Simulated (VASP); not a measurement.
# TiSi2 (Fddd) in VASP: settings compared, part 2 of 3

VASP 6.6.1. The steps go on from the part before.

## (3) Single point, LDA

This run uses another cell than the first one, of 13.98 Å³/atom.

The input, INCAR:

```
ALGO = Normal ; EDIFF = 1E-6
ENCUT = 520 ; GGA = CA
ISIF = 2 ; ISMEAR = -1
LASPH = T ; LCHARG = F
LREAL = F ; LWAVE = F
NBANDS = 29 ; NELM = 60
PREC = Accurate ; SIGMA = 0.05
```

The input, KPOINTS:

```
k-points
0
Gamma
  7 7 7
```

The input, POSCAR:

```
TiSi2
1.0
    0.0000000000      4.1175163063      4.2628978354
    2.3895119538      0.0000000000      4.2628978354
    2.3895119538      4.1175163063      0.0000000000
Ti Si
2 4
Direct
    0.7500000000      0.7500000000      0.7500000000
    0.5000000000      0.5000000000      0.5000000000
    0.4125656100      0.0874343900      0.4125656100
    0.0874343900      0.4125656100      0.0874343900
    0.1625656100      0.8374343900      0.1625656100
    0.8374343900      0.1625656100      0.8374343900
```

Potentials or basis: VASP PAW LDA potentials, release 64 (Ti_sv, Si).

The run is started by

```
$ cat potpaw_LDA.64/Ti_sv/POTCAR potpaw_LDA.64/Si/POTCAR > POTCAR
$ mpirun -np 1 vasp_std > vasp.out
```

OUTCAR:

```text
EDIFF = 1E-6
   ENCUT = 520
   GGA = CA
   ISIF = 2
   ISMEAR = -1
   LASPH = T
   LREAL = F
   NELM = 60
   PREC = Accurate

 ion  position               nearest neighbor table
   1  0.750  0.750  0.750-   6 2.55   5 2.55   6 2.55   5 2.55   3 2.74   3 2.74   4 2.74   4 2.74
                             3 2.78   4 2.78
   2  0.500  0.500  0.500-   4 2.55   3 2.55   4 2.55   3 2.55   5 2.74   5 2.74   6 2.74   6 2.74
                             5 2.78   6 2.78
   3  0.413  0.087  0.413-   6 2.52   6 2.52   2 2.55   2 2.55   4 2.68   1 2.74   1 2.74   1 2.78
                             4 2.79   4 2.79
   4  0.087  0.413  0.087-   5 2.52   5 2.52   2 2.55   2 2.55   3 2.68   1 2.74   1 2.74   1 2.78
                             3 2.79   3 2.79
   5  0.163  0.837  0.163-   4 2.52   4 2.52   1 2.55   1 2.55   6 2.68   2 2.74   2 2.74   2 2.78
                             6 2.79   6 2.79
   6  0.837  0.163  0.837-   3 2.52   3 2.52   1 2.55   1 2.55   5 2.68   2 2.74   2 2.74   2 2.78
                             5 2.79   5 2.79

  LATTYP: Found a face centered orthorhombic cell.
 ALAT       =     4.7790239076
 B/A-ratio  =     1.7231620456
 C/A-ratio  =     1.7840035613

  Lattice vectors:

 A1 = (   0.0000000000,   4.1175163063,   4.2628978354)
 A2 = (   2.3895119538,   0.0000000000,   4.2628978354)
 A3 = (   2.3895119538,   4.1175163063,   0.0000000000)

Analysis of symmetry for initial positions (statically):
=====================================================================
 Subroutine PRICEL returns:
 Original cell was already a primitive cell.

 Routine SETGRP: Setting up the symmetry group for a
 face centered orthorhombic supercell.

 Subroutine GETGRP returns: Found  8 space group operations
 (whereof  4 operations were pure point group operations)
 out of a pool of  8 trial point group operations.

The static configuration has the point symmetry D_2 .
 The point group associated with its full space group is D_2h.

Analysis of symmetry for dynamics (positions and initial velocities):
=====================================================================
 Subroutine PRICEL returns:
 Original cell was already a primitive cell.

 Routine SETGRP: Setting up the symmetry group for a
 face centered orthorhombic supercell.

 Subroutine GETGRP returns: Found  8 space group operations
 (whereof  4 operations were pure point group operations)
 out of a pool of  8 trial point group operations.

The dynamic configuration has the point symmetry D_2 .
 The point group associated with its full space group is D_2h.

 Subroutine INISYM returns: Found  8 space group operations
 (whereof  4 operations are pure point group operations),
 and found     1 'primitive' translations

----------------------------------------------------------------------------------------

                                     Primitive cell

  volume of cell :      83.8841

  direct lattice vectors                    reciprocal lattice vectors
     0.000000000  4.117516306  4.262897835    -0.209247750  0.121432427  0.117291106
     2.389511954  0.000000000  4.262897835     0.209247750 -0.121432427  0.117291106
     2.389511954  4.117516306  0.000000000     0.209247750  0.121432427 -0.117291106

  length of vectors
     5.926739280  4.886928006  4.760641544     0.268863643  0.268863643  0.268863643

[... 48 lines left out ...]
  0.428571  0.000000  0.000000      8.000000
  0.142857  0.142857  0.000000      2.000000
  0.285714  0.142857  0.000000      8.000000
[... 16 lines left out ...]
  0.000000  0.142857  0.142857      2.000000
  0.285714  0.142857  0.142857      4.000000
 [... further k-points ...]
   k-points           NKPTS =     64   k-points in BZ     NKDIM =     64   number of bands    NBANDS=     29
   number of dos      NEDOS =    301   number of ions     NIONS =      6
   total plane-waves  NPLWV =  62208
   dimension x,y,z NGX =    48 NGY =   36 NGZ =   36
   dimension x,y,z NGXF=    96 NGYF=   72 NGZF=   72
   ions per type =               2   4
   NGX,Y,Z   is equivalent  to a cutoff of  13.46, 12.25, 12.57 a.u.
   NGXF,Y,Z  is equivalent  to a cutoff of  26.93, 24.49, 25.14 a.u.
 SYSTEM =  unknown system
   PREC   = accura    normal or accurate (medium, high low for compatibility)
   ISTART =      0    job   : 0-new  1-cont  2-samecut
   ICHARG =      2    charge: 1-file 2-atom 10-const
   ISPIN  =      1    spin polarized calculation?
   LNONCOLLINEAR =      F non collinear calculations
   LSORBIT =      F    spin-orbit coupling
   LASPH  =      T    aspherical Exc in radial PAW
   ENCUT  =  520.0 eV  38.22 Ry    6.18 a.u.  11.02  9.09  8.85*2*pi/ulx,y,z
   NELM   =     60;   NELMIN=  2; NELMDL= -5     # of ELM steps
   EDIFF  = 0.1E-05   stopping-criterion for ELM
   LREAL  =      F    real-space projection
   EDIFFG = 0.1E-04   stopping-criterion for IOM
   NSW    =      0    number of steps for IOM
   IBRION =     -1    ionic relax: 0-MD 1-quasi-New 2-CG
   NFREE  =      0    steps in history (QN), initial steepest desc. (CG)
   ISIF   =      2    stress and relaxation
   ISYM   =      2    0-nonsym 1-usesym 2-fastsym
   POTIM  = 0.5000    time-step for ionic-motion
   TEBEG  =    0.0;   TEEND  =   0.0 temperature during run
   PSTRESS=    0.0 pullay stress
   NELECT =      40.0000    total number of electrons
   NUPDOWN=      -1.0000    fix difference up-down
   EMIN   =  10.00;   EMAX   =-10.00  energy-range for DOS
   EFERMI =   0.00;   METHOD = LEGACY
   ISMEAR =    -1;   SIGMA  =   0.05  broadening in eV -4-tet -1-fermi 0-gaus
   EFERMI_NEDOS =   21; number of points for ismear=-14 and -15
   IALGO  =     38    algorithm
   IMIX   =      4    mixing-type and parameters
     AMIX     =   0.40;   BMIX     =  1.00
     AMIX_MAG =   1.60;   BMIX_MAG =  1.00
  volume/ion in A,a.u.               =      13.98        94.35
  Fermi-wavevector in a.u.,A,eV,Ry     =   1.278994  2.416947 22.256742  1.635824
  Thomas-Fermi vector in A             =   2.411504
   LORBIT       =      0    0 simple, 1 ext, 2 COOP (PROOUT), +10 PAW based schemes
   GGA     = CA    functional components
   LHFCALC =     F    Hartree Fock is set to
   AEXX    =    0.0000 exact exchange contribution
   IVDW    =     0    specifies the selected vdW correction
   LEPSILON=     F    determine dielectric tensor
   LRPA    =     F    only Hartree local field effects (RPA)
 non-spin polarized calculation
  energy-cutoff  :      520.00
  volume of cell :       83.88
 maximum number of plane-waves:      2286
 NGX is ok and might be reduce to    48
   NGX = 23   NGY = 19   NGZ = 17

 number of electron      40.0000003 magnetization

 Free energy of the ion-electron system (eV)
  ---------------------------------------------------
  ext. energy  EPLUGINS =         0.00000000
  ---------------------------------------------------
  free energy    TOTEN  =       -44.89875606 eV

  energy without entropy =      -44.87839231  energy(sigma->0) =      -44.88857418

 E-fermi :  10.0590     XC(G=0): -11.8905

 val. band max:       10.0551974199   @ k =  -0.1429   0.1429   0.1429
 cond. band min:      10.0687028405   @ k =  -0.2857   0.1429  -0.0000
 fundamental gap:      0.0135054206
 Fermi energy:        10.0589718749

 k-point     1 :       0.0000    0.0000    0.0000
  band No.  band energies     occupation
      1     -45.4885      2.00000
      2     -45.4580      2.00000
      3     -22.2578      2.00000
      4     -22.2574      2.00000
      5     -22.1654      2.00000
      6     -22.1500      2.00000
[... 757 lines left out ...]
     28      14.0741      0.00000
     29      14.2576      0.00000

 [... further k-points ...]

------------------------ aborting loop because EDIFF is reached ----------------------------------------

  FORCE on cell =-STRESS in cart. coord.  units (eV):
  Direction    XX          YY          ZZ          XY          YZ          ZX
  --------------------------------------------------------------------------------------
  -------------------------------------------------------------------------------------
  Total       -2.4128949     -2.8743099     -2.3963064      0.0000000      0.0000000      0.0000000
  in kB      -46.0860548    -54.8990356    -45.7692156      0.0000000      0.0000000      0.0000000
  external PRESSURE =     -48.9181020 kB  Pullay stress =       0.0000000 kB

 VOLUME and BASIS-vectors are now :
 -----------------------------------------------------------------------------
  energy-cutoff  :      520.00
  volume of cell :       83.88
      direct lattice vectors                 reciprocal lattice vectors
     0.000000000  4.117516306  4.262897835    -0.209247750  0.121432427  0.117291106
     2.389511954  0.000000000  4.262897835     0.209247750 -0.121432427  0.117291106
     2.389511954  4.117516306  0.000000000     0.209247750  0.121432427 -0.117291106

 POSITION                                       TOTAL-FORCE (eV/Angst)
 -----------------------------------------------------------------------------------
      3.58427      6.17627      6.39435        -0.000000      0.000000      0.000000
      2.38951      4.11752      4.26290         0.000000      0.000000     -0.000000
      1.19476      3.39749      2.13145         0.000000      0.063616      0.000000
      1.19476      0.72003      2.13145         0.000000     -0.063616      0.000000
      2.38951      1.33873      4.26290         0.000000      0.063616      0.000000
      2.38951      6.89630      4.26290         0.000000     -0.063616      0.000000
 -----------------------------------------------------------------------------------
    total drift:                               -0.000000     -0.000000      0.000000

  FREE ENERGIE OF THE ION-ELECTRON SYSTEM (eV)
  ---------------------------------------------------
  free  energy   TOTEN  =       -44.8987560567 eV

  energy  without entropy=      -44.8783923102  energy(sigma->0) =      -44.88857418
```

OSZICAR:

```text
N       E                     dE             d eps       ncg     rms          rms(c)
DAV:   1     0.383248424110E+03    0.38325E+03   -0.18770E+04  3712   0.146E+03
DAV:   2    -0.311145562727E+01   -0.38636E+03   -0.37602E+03  3737   0.429E+02
DAV:   3    -0.450778610387E+02   -0.41966E+02   -0.41072E+02  6182   0.118E+02
DAV:   4    -0.483195764031E+02   -0.32417E+01   -0.32240E+01  5344   0.294E+01
DAV:   5    -0.485034388202E+02   -0.18386E+00   -0.18381E+00  5599   0.591E+00    0.183E+01
DAV:   6    -0.456715549097E+02    0.28319E+01   -0.33347E+01  5300   0.403E+01    0.720E+00
DAV:   7    -0.449984536439E+02    0.67310E+00   -0.69387E+00  5106   0.196E+01    0.528E+00
DAV:   8    -0.449160282814E+02    0.82425E-01   -0.85053E-01  5094   0.691E+00    0.138E+00
DAV:   9    -0.448980819223E+02    0.17946E-01   -0.14950E-01  5008   0.324E+00    0.508E-01
DAV:  10    -0.448990133037E+02   -0.93138E-03   -0.64791E-03  4971   0.597E-01    0.261E-01
DAV:  11    -0.448989369784E+02    0.76325E-04   -0.55255E-03  5471   0.539E-01    0.161E-01
DAV:  12    -0.448987560412E+02    0.18094E-03   -0.14188E-03  5181   0.299E-01    0.168E-02
DAV:  13    -0.448987559661E+02    0.75070E-07   -0.37432E-05  4782   0.537E-02    0.132E-02
DAV:  14    -0.448987560567E+02   -0.90610E-07   -0.26656E-06  4647   0.136E-02
   1 F= -.44898756E+02 E0= -.44888574E+02  d E =-.203637E-01
```

stdout:

```text
POSCAR found type information on POSCAR TiSi
 POSCAR found :  2 types and       6 ions
 scaLAPACK will be used
 LDA part: xc-table for (Slater(with rela. corr.)+CA(PZ))
 , standard interpolation
 POSCAR, INCAR and KPOINTS ok, starting setup
 FFT: planning ... GRIDC
 FFT: planning ... GRID_SOFT
 FFT: planning ... GRID
 WAVECAR not read
 entering main loop
```

Wall time 4.7 min (1 thread of Intel Xeon 8259CL, shared host); peak memory 0.27 GiB.

Results:

```
Free energy            : -44.8988 eV
Pressure               : -4.9 GPa
Largest force          : 0.064 eV/Å
Band gap on the k mesh : zero (bands 20 and 21 overlap by 1.79 eV)
```

Forces in eV/Å, atoms in the order of the input:
```
Ti   0.000  0.000  0.000
Ti   0.000  0.000  0.000
Si   0.000  0.064  0.000
Si   0.000 -0.064  0.000
Si   0.000  0.064  0.000
Si   0.000 -0.064  0.000
```

Caveat: the cell stands under tension.

## (4) Relaxation of cell and atoms, PBE, target pressure 10 GPa, at which the enthalpy is minimised

This run uses another cell than the first one, of 13.98 Å³/atom.

The input, INCAR:

```
ALGO     = Normal         # electronic algorithm
EDIFF    = 1E-7           # SCF threshold, eV
EDIFFG   = -0.01          # ionic threshold
ENCUT    = 600            # plane-wave cutoff, eV
GGA      = PE             # functional
IBRION   = 2              # ionic algorithm
ISIF     = 3              # what is computed and relaxed
ISMEAR   = -1             # smearing method
LASPH    = True           # aspherical terms in the spheres
LCHARG   = False          # write CHGCAR
LREAL    = False          # projectors in reciprocal space
LWAVE    = False          # write WAVECAR
NELM     = 80             # most SCF steps
NSW      = 60             # ionic steps
PREC     = Accurate       # precision mode
PSTRESS  = 100.0        
SIGMA    = 0.05           # smearing width, eV
```

KPOINTS is that of step 3.

POSCAR is that of step 3.

Potentials or basis: VASP PAW PBE potentials, release 64 (Ti_sv, Si).

The run is started by

```
$ cat potpaw_PBE.64/Ti_sv/POTCAR potpaw_PBE.64/Si/POTCAR > POTCAR
$ mpirun -np 1 vasp_std > vasp.out
```

Wall time 28 min (1 thread of Intel Xeon Platinum 8375C at 2.90GHz (Ice Lake), shared host); peak memory 0.37 GiB.

The run converged. Its results:

```yaml
Free_energy: -40.5502 eV
Relaxed_volume: 13.31 Å³/atom
Relaxed_cell: a = 5.832 Å, b = 4.831 Å, c = 4.661 Å, α = 75.79°, β = 53.42°, γ = 50.79°
Space_group_after_relaxing_to_0.1_Å: Fddd (No. 70)
Energy_change_on_relaxing_the_run_minimises_the_enthalpy: +23.7 meV/atom
Ionic_steps: 9
Pressure_after_relaxing: 10.0 GPa
Largest_force_after_relaxing: 0.007 eV/Å
Band_gap_on_the_k_mesh: zero (bands 20 and 21 overlap by 1.87 eV)
```

Forces on the atoms (eV/Å):
```
Ti   0.000  0.000  0.000
Ti   0.000  0.000  0.000
Si   0.000  0.007  0.000
Si   0.000 -0.007  0.000
Si   0.000  0.007  0.000
Si   0.000 -0.007  0.000
```

Stress tensor (GPa, compression positive):
```
10.04  0.00  0.00
 0.00  9.91  0.00
 0.00  0.00  9.96
```

The path:
| step | energy change (eV) | largest force (eV/Å) | pressure (GPa) | volume (Å³) |
| --- | --- | --- | --- | --- |
| 1 | 0.0000 | 0.0194 | 2.02 | 83.88 |
| 2 | 0.5388 | 0.0776 | 21.04 | 75.71 |
| 3 | 0.1425 | 0.0443 | 10.07 | 79.91 |
| 4 | 0.1474 | 0.0449 | 10.25 | 79.83 |
| 5 | 0.1485 | 0.0165 | 10.09 | 79.77 |
| 6 | 0.1466 | 0.0255 | 10.13 | 79.79 |
| 7 | 0.1401 | 0.0157 | 9.90 | 79.89 |
| 8 | 0.1402 | 0.0159 | 9.89 | 79.89 |
| 9 | 0.1424 | 0.0066 | 9.97 | 79.85 |

Final structure:
```xyz
6
Lattice="0.0000 4.0248 4.2200 2.3507 0.0000 4.2200 2.3507 4.0248 0.0000" Properties=species:S:1:pos:R:3 pbc="T T T"
Ti    3.5261    6.0371    6.3301
Ti    2.3507    4.0248    4.2200
Si    1.1754    3.3249    2.1100
Si    1.1754    0.6998    2.1100
Si    2.3507    1.3126    4.2200
Si    2.3507    6.7369    4.2200
```

Levels at points of the mesh, in eV from the Fermi level:
```
           k point  band 17  band 18  band 19  band 20  band 21  band 22  band 23  band 24
(0.00, 0.00, 0.00)    -2.40    -2.03    -1.78    -1.35    -0.97     2.18     3.32     3.54
```

Caveat: the cell is relaxed towards a set pressure, so the run minimises the enthalpy, not the energy.

(Part 2 of 3 ends here.)

The gap in the log of VASP goes by the Fermi energy; the results here count the filled bands.